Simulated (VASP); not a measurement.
Set up this calculation in VASP 6.6.1, as the native input.

```yaml
Task: single point
Functional: r2SCAN
Potentials_or_basis: VASP PAW PBE potentials, release 64 (Si)
Cutoff: 520 eV
k_mesh: 12 × 12 × 6
Occupations: gaussian, width 0.05 eV
Spin: no spin polarisation
Dipole_correction: no
Further_INCAR_settings: ALGO = Normal; EDIFF = 1e-07; NBANDS = 16
```

Crystal: Si.

```
CELL_PARAMETERS angstrom
3.83132 0.00000 0.00000
-1.91566 3.31802 0.00000
0.00000 0.00000 6.33262
ATOMIC_POSITIONS crystal
Si 0.33333 0.66667 0.06301
Si 0.66667 0.33333 0.56301
Si 0.33333 0.66667 0.43699
Si 0.66667 0.33333 0.93699
```

This isn't the form of Si at room conditions, which is diamond.

These files were run (other wordings do the same):

POSCAR

```
Si
1.0
    3.8313174605      0.0000000000      0.0000000000
   -1.9156587303      3.3180182508      0.0000000000
    0.0000000000      0.0000000000      6.3326220002
Si
4
Direct
    0.3333333333      0.6666666667      0.0630095000
    0.6666666667      0.3333333333      0.5630095000
    0.3333333333      0.6666666667      0.4369905000
    0.6666666667      0.3333333333      0.9369905000
```

INCAR.step1

```
SYSTEM = Si
PREC = Accurate ; ENCUT = 520
ISMEAR = 0 ; SIGMA = 0.05
LREAL = .False. ; LASPH = .True.
NELM = 100 ; NBANDS = 16
GGA = PE ; ALGO = Normal
EDIFF = 1E-4 ; LWAVE = .True.
LCHARG = .False.
```

INCAR.step2

```
SYSTEM = Si
PREC = Accurate ; ENCUT = 520
EDIFF = 1E-7 ; ISMEAR = 0
SIGMA = 0.05 ; LREAL = .False.
LASPH = .True. ; NELM = 100
ALGO = Normal ; ISIF = 2
LWAVE = .False. ; LCHARG = .False.
METAGGA = R2SCAN ; LMIXTAU = .True.
NBANDS = 16 ; ISTART = 1
```

KPOINTS

```
Automatic mesh
0
Gamma
  12 12 6
  0 0 0
```

Potentials or basis: VASP PAW PBE potentials, release 64 (Si).

Command:

```bash
$ cat potpaw_PBE.64/Si/POTCAR > POTCAR
$ cp INCAR.step1 INCAR
$ mpirun -np 1 vasp_std > vasp.out
$ cp INCAR.step2 INCAR
$ mpirun -np 1 vasp_std > vasp.out
```

Results of the run:

| Item | Value |
| --- | --- |
| Pressure | 0.0 GPa |
| Band gap on the k mesh | 0.61 eV (least direct gap 1.37 eV) |

Caveat: the PAW data sets were made with another functional, which shifts forces and pressure a little.

Run time: 5.1 min on 1 thread of AMD EPYC 7R13, with other jobs on the host, peak memory 0.2 GiB.
